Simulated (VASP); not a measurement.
# AlN (P1) in VASP: a series of runs

Runs on AlN. Level: r2SCAN. Tasks: single point.

All numbers are computed with VASP 6.6.1; they aren't measurements. Logs are shortened: lines on timing, memory, paths and dates and some standing lists are left out, and cuts for length are marked.

### Step 1. The cell of the first run

The typed cell holds 8 atoms: a = 3.107 Å, b = 3.107 Å, c = 9.962 Å, α = 89.11°, β = 88.21°, γ = 60.00°.

### Step 2. Single point, r2SCAN

POSCAR reads:

```
AlN
1.0
   -3.1066653375      0.0000000000      0.0000000000
   -1.5533326688     -2.6904511034      0.0000000000
   -0.3106665338      0.0000000000      9.9568096770
Al N
4 4
Direct
    0.2428736882      0.3333333333      0.9045964511
    0.2928736882      0.3333333333      0.4045964511
    0.6512070216      0.6666666667      0.1545964511
    0.6012070216      0.6666666667      0.6545964511
    0.3237929784      0.3333333333      0.0954035489
    0.2737929784      0.3333333333      0.5954035489
    0.6321263118      0.6666666667      0.3454035489
    0.5821263118      0.6666666667      0.8454035489
```

INCAR.step1 reads:

```
ALGO     = Normal         # electronic algorithm
EDIFF    = 1E-4           # SCF threshold, eV
ENCUT    = 520            # plane-wave cutoff, eV
GGA      = PE             # functional
ISMEAR   = 0              # smearing method
LASPH    = T              # aspherical terms in the spheres
LCHARG   = F              # write CHGCAR
LREAL    = F              # projectors in reciprocal space
LWAVE    = T              # write WAVECAR
NBANDS   = 26             # bands
NELM     = 60             # most SCF steps
PREC     = Accurate       # precision mode
SIGMA    = 0.05           # smearing width, eV
```

INCAR.step2 reads:

```
ALGO     = Normal         # electronic algorithm
EDIFF    = 1E-7           # SCF threshold, eV
ENCUT    = 520            # plane-wave cutoff, eV
ISIF     = 2              # what is computed and relaxed
ISMEAR   = 0              # smearing method
ISTART   = 1            
LASPH    = T              # aspherical terms in the spheres
LCHARG   = F              # write CHGCAR
LMIXTAU  = T            
LREAL    = F              # projectors in reciprocal space
LWAVE    = F              # write WAVECAR
METAGGA  = R2SCAN         # meta-GGA
NBANDS   = 26             # bands
NELM     = 60             # most SCF steps
PREC     = Accurate       # precision mode
SIGMA    = 0.05           # smearing width, eV
```

KPOINTS reads:

```
k-points
0
Gamma
  8 8 3
```

Potentials or basis: VASP PAW PBE potentials, release 64 (Al, N).

On the command line:

```bash
> cat potpaw_PBE.64/Al/POTCAR potpaw_PBE.64/N/POTCAR > POTCAR
> cp INCAR.step1 INCAR
> mpirun -np 1 vasp_std > vasp.out
> cp INCAR.step2 INCAR
> mpirun -np 1 vasp_std > vasp.out
```

OUTCAR:

```text
EDIFF = 1E-7
   ENCUT = 520
   ISIF = 2
   ISMEAR = 0
   ISTART = 1
   LASPH = T
   LREAL = F
   METAGGA = R2SCAN
   NELM = 60
   PREC = Accurate

 ion  position               nearest neighbor table
   1  0.243  0.333  0.905-   8 1.89   8 1.89   8 1.89   5 1.93   3 2.92   4 3.07   4 3.07   4 3.07
                             3 3.08   3 3.24
   2  0.293  0.333  0.405-   7 1.89   7 1.89   7 1.89   6 1.90   4 3.07   3 3.07   3 3.07   4 3.07
                             3 3.07   4 3.07
   3  0.651  0.667  0.155-   5 1.89   5 1.89   5 1.89   7 1.90   1 2.92   2 3.07   2 3.07   2 3.07
                             1 3.08   1 3.24
   4  0.601  0.667  0.655-   6 1.89   6 1.89   6 1.89   8 1.90   2 3.07   1 3.07   2 3.07   1 3.07
                             1 3.07   2 3.07
   5  0.324  0.333  0.095-   3 1.89   3 1.89   3 1.89   1 1.93
   6  0.274  0.333  0.595-   4 1.89   4 1.89   4 1.89   2 1.90
   7  0.632  0.667  0.345-   2 1.89   2 1.89   2 1.89   3 1.90
   8  0.582  0.667  0.845-   1 1.89   1 1.89   1 1.89   4 1.90

  LATTYP: Found a base centered monoclinic cell.
 ALAT       =     3.1066653375
 B/A-ratio  =     1.7320508076
 C/A-ratio  =     3.2065427181
 COS(beta)  =    -0.0311862366

  Lattice vectors:

 A1 = (   1.5533326687,  -2.6904511034,   0.0000000000)
 A2 = (   1.5533326688,   2.6904511034,   0.0000000000)
 A3 = (  -0.3106665338,   0.0000000000,   9.9568096770)

Analysis of symmetry for initial positions (statically):
=====================================================================
 Subroutine PRICEL returns:
 Original cell was already a primitive cell.

 Routine SETGRP: Setting up the symmetry group for a
 base centered monoclinic supercell.

 Subroutine GETGRP returns: Found  1 space group operations
 (whereof  1 operations were pure point group operations)
 out of a pool of  4 trial point group operations.

The static configuration has the point symmetry C_1 .

Analysis of symmetry for dynamics (positions and initial velocities):
=====================================================================
 Subroutine PRICEL returns:
 Original cell was already a primitive cell.

 Routine SETGRP: Setting up the symmetry group for a
 base centered monoclinic supercell.

 Subroutine GETGRP returns: Found  1 space group operations
 (whereof  1 operations were pure point group operations)
 out of a pool of  4 trial point group operations.

The dynamic configuration has the point symmetry C_1 .

 Subroutine INISYM returns: Found  1 space group operations
 (whereof  1 operations are pure point group operations),
 and found     1 'primitive' translations

----------------------------------------------------------------------------------------

                                     Primitive cell

  volume of cell :      83.2223

  direct lattice vectors                    reciprocal lattice vectors
    -3.106665337  0.000000000  0.000000000    -0.321888550  0.185842441 -0.010043378
    -1.553332669 -2.690451103  0.000000000     0.000000000 -0.371684882  0.000000000
    -0.310666534  0.000000000  9.956809677     0.000000000  0.000000000  0.100433777

  length of vectors
     3.106665337  3.106665338  9.961655115     0.371820549  0.371684882  0.100433777

  position of ions in fractional coordinates (direct lattice)
     0.242873688  0.333333333  0.904596451
     0.292873688  0.333333333  0.404596451
     0.651207022  0.666666667  0.154596451
     0.601207022  0.666666667  0.654596451
     0.323792978  0.333333333  0.095403549
     0.273792978  0.333333333  0.595403549
     0.632126312  0.666666667  0.345403549
     0.582126312  0.666666667  0.845403549

  ion indices of the primitive-cell ions
   primitive index   ion index
                 1           1
                 2           2
                 3           3
                 4           4
                 5           5
                 6           6
                 7           7
                 8           8

----------------------------------------------------------------------------------------

 KPOINTS: k-points

Automatic generation of k-mesh.
 Grid dimensions read from file:
 generate k-points for:    8    8    3

 Generating k-lattice:

  Cartesian coordinates                     Fractional coordinates (reciprocal lattice)
    -0.040236069  0.023230305 -0.001255422     0.125000000  0.000000000  0.000000000
     0.000000000 -0.046460610  0.000000000     0.000000000  0.125000000  0.000000000
     0.000000000  0.000000000  0.033477926     0.000000000  0.000000000  0.333333333

  Length of vectors
     0.046477569  0.046460610  0.033477926

  Shift w.r.t. Gamma in fractional coordinates (k-lattice)
     0.000000000  0.000000000  0.000000000

 Subroutine IBZKPT returns following result:
 ===========================================

 Found     98 irreducible k-points:

 Following reciprocal coordinates:
            Coordinates               Weight
  0.000000  0.000000  0.000000      1.000000
  0.125000  0.000000  0.000000      2.000000
 -0.125000 -0.125000 -0.000000      2.000000
  0.250000  0.000000  0.000000      2.000000
 -0.250000 -0.250000 -0.000000      2.000000
  0.375000 -0.000000  0.000000      2.000000
[... 16 lines left out ...]
  0.500000  0.250000  0.000000      2.000000
 -0.375000  0.250000  0.000000      2.000000
 [... further k-points ...]
   k-points           NKPTS =     98   k-points in BZ     NKDIM =     98   number of bands    NBANDS=     26
   number of dos      NEDOS =    301   number of ions     NIONS =      8
   total plane-waves  NPLWV =  46080
   dimension x,y,z NGX =    24 NGY =   24 NGZ =   80
   dimension x,y,z NGXF=    48 NGYF=   48 NGZF=  160
   ions per type =               4   4
   NGX,Y,Z   is equivalent  to a cutoff of  12.84, 12.84, 13.35 a.u.
   NGXF,Y,Z  is equivalent  to a cutoff of  25.69, 25.69, 26.70 a.u.
 SYSTEM =  unknown system
   PREC   = accura    normal or accurate (medium, high low for compatibility)
   ISTART =      1    job   : 0-new  1-cont  2-samecut
   ICHARG =      0    charge: 1-file 2-atom 10-const
   ISPIN  =      1    spin polarized calculation?
   LNONCOLLINEAR =      F non collinear calculations
   LSORBIT =      F    spin-orbit coupling
   LASPH  =      T    aspherical Exc in radial PAW
   ENCUT  =  520.0 eV  38.22 Ry    6.18 a.u.   5.78  5.78 18.52*2*pi/ulx,y,z
   NELM   =     60;   NELMIN=  2; NELMDL=  0     # of ELM steps
   EDIFF  = 0.1E-06   stopping-criterion for ELM
   LREAL  =      F    real-space projection
   EDIFFG = 0.1E-05   stopping-criterion for IOM
   NSW    =      0    number of steps for IOM
   IBRION =     -1    ionic relax: 0-MD 1-quasi-New 2-CG
   NFREE  =      0    steps in history (QN), initial steepest desc. (CG)
   ISIF   =      2    stress and relaxation
   ISYM   =      2    0-nonsym 1-usesym 2-fastsym
   POTIM  = 0.5000    time-step for ionic-motion
   TEBEG  =    0.0;   TEEND  =   0.0 temperature during run
   PSTRESS=    0.0 pullay stress
   NELECT =      32.0000    total number of electrons
   NUPDOWN=      -1.0000    fix difference up-down
   EMIN   =  10.00;   EMAX   =-10.00  energy-range for DOS
   EFERMI =   0.00;   METHOD = LEGACY
   ISMEAR =     0;   SIGMA  =   0.05  broadening in eV -4-tet -1-fermi 0-gaus
   EFERMI_NEDOS =   21; number of points for ismear=-14 and -15
   IALGO  =     38    algorithm
   IMIX   =      4    mixing-type and parameters
     AMIX     =   0.40;   BMIX     =  1.00
     AMIX_MAG =   1.60;   BMIX_MAG =  1.00
  volume/ion in A,a.u.               =      10.40        70.20
  Fermi-wavevector in a.u.,A,eV,Ry     =   1.190451  2.249626 19.281821  1.417174
  Thomas-Fermi vector in A             =   2.326535
   LORBIT       =      0    0 simple, 1 ext, 2 COOP (PROOUT), +10 PAW based schemes
   METAGGA = R2SCAN    functional components
   LHFCALC =     F    Hartree Fock is set to
   AEXX    =    0.0000 exact exchange contribution
   IVDW    =     0    specifies the selected vdW correction
   LEPSILON=     F    determine dielectric tensor
   LRPA    =     F    only Hartree local field effects (RPA)
 non-spin polarized calculation
 Gauss-broadening in eV      SIGMA  =   0.05
  energy-cutoff  :      520.00
  volume of cell :       83.22
 maximum number of plane-waves:      2260
   NGX = 11   NGY = 11   NGZ = 37

 number of electron      31.9999999 magnetization

 Free energy of the ion-electron system (eV)
  ---------------------------------------------------
  ext. energy  EPLUGINS =         0.00000000
  ---------------------------------------------------
  free energy    TOTEN  =       -76.78900803 eV

  energy without entropy =      -76.78900803  energy(sigma->0) =      -76.78900803

 E-fermi :   6.2798     XC(G=0): -11.4203

 val. band max:        6.0195365678   @ k =   0.0000   0.0000   0.0000
 cond. band min:      10.8003740817   @ k =   0.0000   0.0000   0.0000
 fundamental gap:      4.7808375139
 Fermi energy:         6.2797775216

 k-point     1 :       0.0000    0.0000    0.0000
  band No.  band energies     occupation
      1     -10.0545      2.00000
      2      -9.1673      2.00000
      3      -9.1593      2.00000
      4      -7.9276      2.00000
      5      -0.1402      2.00000
      6       2.5460      2.00000
[... 18 lines left out ...]
     25      18.0584      0.00000
     26      18.1506      0.00000

 k-point     2 :       0.1250    0.0000    0.0000
  band No.  band energies     occupation
      1      -9.8558      2.00000
      2      -9.0126      2.00000
      3      -8.9720      2.00000
      4      -7.8164      2.00000
      5       0.1000      2.00000
      6       2.4678      2.00000
[... 18 lines left out ...]
     25      18.2584      0.00000
     26      18.5800      0.00000

 k-point     3 :      -0.1250   -0.1250   -0.0000
  band No.  band energies     occupation
      1      -9.8546      2.00000
      2      -9.0136      2.00000
      3      -8.9710      2.00000
      4      -7.8193      2.00000
      5       0.1026      2.00000
      6       2.4629      2.00000
[... 572 lines left out ...]
 k-point    23 :       0.5000    0.2500    0.0000
  band No.  band energies     occupation
      1      -8.1923      2.00000
      2      -7.8106      2.00000
      3      -7.7051      2.00000
      4      -7.3325      2.00000
      5       0.8204      2.00000
      6       0.9996      2.00000
[... 18 lines left out ...]
     25      17.7561      0.00000
     26      18.4344      0.00000

 k-point    24 :      -0.3750    0.2500    0.0000
  band No.  band energies     occupation
      1      -7.8067      2.00000
      2      -7.6076      2.00000
      3      -7.5410      2.00000
      4      -7.3956      2.00000
      5       0.7309      2.00000
      6       0.8995      2.00000
[... 18 lines left out ...]
     25      17.8642      0.00000
     26      18.5320      0.00000

 [... further k-points ...]
[... 5 lines left out ...]
  --------------------------------------------------------------------------------------
  -------------------------------------------------------------------------------------
  Total       -0.6015985     -0.1850299     -0.1030675      0.2675788      0.0735701      1.8063106
  in kB      -11.5818405     -3.5621548     -1.9842326      5.1513663      1.4163548     34.7746880
  external PRESSURE =      -5.7094093 kB  Pullay stress =       0.0000000 kB

 VOLUME and BASIS-vectors are now :
 -----------------------------------------------------------------------------
  energy-cutoff  :      520.00
  volume of cell :       83.22
      direct lattice vectors                 reciprocal lattice vectors
    -3.106665337  0.000000000  0.000000000    -0.321888550  0.185842441 -0.010043378
    -1.553332669 -2.690451103  0.000000000     0.000000000 -0.371684882  0.000000000
    -0.310666534  0.000000000  9.956809677     0.000000000  0.000000000  0.100433777

 POSITION                                       TOTAL-FORCE (eV/Angst)
 -----------------------------------------------------------------------------------
     -1.55333     -0.89682      9.00689        -0.619759      0.056954      0.087480
     -1.55333     -0.89682      4.02849         0.008371     -0.000027     -0.014102
     -3.10667     -1.79363      1.53929         0.135547     -0.048774      0.124767
     -3.10667     -1.79363      6.51769        -0.026835     -0.006413     -0.019702
     -1.55333     -0.89682      0.94991         0.631526      0.057509     -0.149431
     -1.55333     -0.89682      5.92832        -0.000339     -0.002328      0.007723
     -3.10667     -1.79363      3.43912         0.019342      0.004865      0.011285
     -3.10667     -1.79363      8.41752        -0.147853     -0.061786     -0.048019
 -----------------------------------------------------------------------------------
    total drift:                               -0.000716      0.000019     -0.026380

  FREE ENERGIE OF THE ION-ELECTRON SYSTEM (eV)
  ---------------------------------------------------
  free  energy   TOTEN  =       -76.7890080317 eV

  energy  without entropy=      -76.7890080317  energy(sigma->0) =      -76.78900803
```

Wall time 13 min (1 thread of AMD EPYC 9R45 (Zen 5), shared host); peak memory 0.27 GiB.

What came out:

- Free energy: -76.7890 eV
- Pressure: -0.6 GPa
- Largest force: 0.652 eV/Å
- Band gap on the k mesh: 4.78 eV, direct

Forces in eV/Å, atoms in the order of the input:
```
Al  -0.620  0.057  0.087
Al   0.008  0.000 -0.014
Al   0.136 -0.049  0.125
Al  -0.027 -0.006 -0.020
N    0.632  0.058 -0.149
N    0.000 -0.002  0.008
N    0.019  0.005  0.011
N   -0.148 -0.062 -0.048
```

Caveat: the PAW data sets were made with another functional, which shifts forces and pressure a little. A k mesh can miss the band edges.

### Step 3. Single point, r2SCAN

POSCAR reads:

```
AlN
1.0
   -3.1066653375      0.0000000000      0.0000000000
   -1.5533326688     -2.6904511034      0.0000000000
   -0.9319996013      0.0000000000      9.9568096770
Al N
4 4
Direct
    0.0619543980      0.3333333333      0.9045964511
    0.2119543980      0.3333333333      0.4045964511
    0.6202877313      0.6666666667      0.1545964511
    0.4702877313      0.6666666667      0.6545964511
    0.3047122687      0.3333333333      0.0954035489
    0.1547122687      0.3333333333      0.5954035489
    0.5630456020      0.6666666667      0.3454035489
    0.4130456020      0.6666666667      0.8454035489
```

INCAR.step1 reads:

```
PREC     = Accurate       # precision mode
ENCUT    = 520            # plane-wave cutoff, eV
ISMEAR   = 0              # smearing method
SIGMA    = 0.05           # smearing width, eV
LREAL    = F              # projectors in reciprocal space
LASPH    = T              # aspherical terms in the spheres
NELM     = 60             # most SCF steps
NBANDS   = 26             # bands
GGA      = PE             # functional
ALGO     = Normal         # electronic algorithm
EDIFF    = 1E-4           # SCF threshold, eV
LWAVE    = T              # write WAVECAR
LCHARG   = F              # write CHGCAR
```

INCAR.step2 reads:

```
PREC     = Accurate       # precision mode
ENCUT    = 520            # plane-wave cutoff, eV
EDIFF    = 1E-6           # SCF threshold, eV
ISMEAR   = 0              # smearing method
SIGMA    = 0.05           # smearing width, eV
LREAL    = F              # projectors in reciprocal space
LASPH    = T              # aspherical terms in the spheres
NELM     = 60             # most SCF steps
ALGO     = Normal         # electronic algorithm
ISIF     = 2              # what is computed and relaxed
LWAVE    = F              # write WAVECAR
LCHARG   = F              # write CHGCAR
METAGGA  = R2SCAN         # meta-GGA
LMIXTAU  = T            
NBANDS   = 26             # bands
ISTART   = 1
```

KPOINTS reads:

```
Automatic mesh
0
Gamma
  8 8 3
```

Potentials or basis: VASP PAW PBE potentials, release 64 (Al, N).

On the command line:

```bash
> cat potpaw_PBE.64/Al/POTCAR potpaw_PBE.64/N/POTCAR > POTCAR
> cp INCAR.step1 INCAR
> mpirun -np 1 vasp_std > vasp.out
> cp INCAR.step2 INCAR
> mpirun -np 1 vasp_std > vasp.out
```

It took 14 min on 1 thread of AMD EPYC 9R45 (Zen 5), shared host; peak memory 0.27 GiB.

The run converged. Its results:

* Free energy: -75.9379 eV
* Pressure: -1.4 GPa
* Largest force: 1.517 eV/Å
* Band gap on the k mesh: 4.14 eV, direct

Forces on the atoms (eV/Å):
```
Al  -1.303  0.365  0.089
Al   0.017  0.000 -0.074
Al   0.220 -0.336  0.864
Al  -0.049 -0.051 -0.109
N    1.363  0.462 -0.480
N    0.000 -0.018  0.034
N    0.040  0.042  0.061
N   -0.288 -0.463 -0.386
```

Stress tensor (GPa, compression positive):
```
-6.85  1.09  7.05
 1.09 -0.22  1.40
 7.05  1.40  2.82
```

Levels at points of the mesh, in eV from the valence-band top:
```csv
k point,band 13,band 14,band 15,band 16,band 17,band 18,band 19,band 20
"(0.00, 0.00, 0.00)",-0.80,-0.68,-0.59,0.00,4.14,6.33,6.85,7.21
"(0.50, 0.00, 0.00)",-2.01,-1.81,-1.29,-0.74,4.53,5.81,5.99,6.60
"(0.50, 0.50, 0.00)",-1.84,-1.74,-1.16,-0.81,4.65,5.46,6.14,6.74
"(0.00, 0.50, 0.00)",-1.78,-1.67,-1.40,-0.98,4.71,5.59,5.98,6.48
```

Caveat: the PAW data sets were made with another functional, which shifts forces and pressure a little.

(Continued in part 2 of 2.)
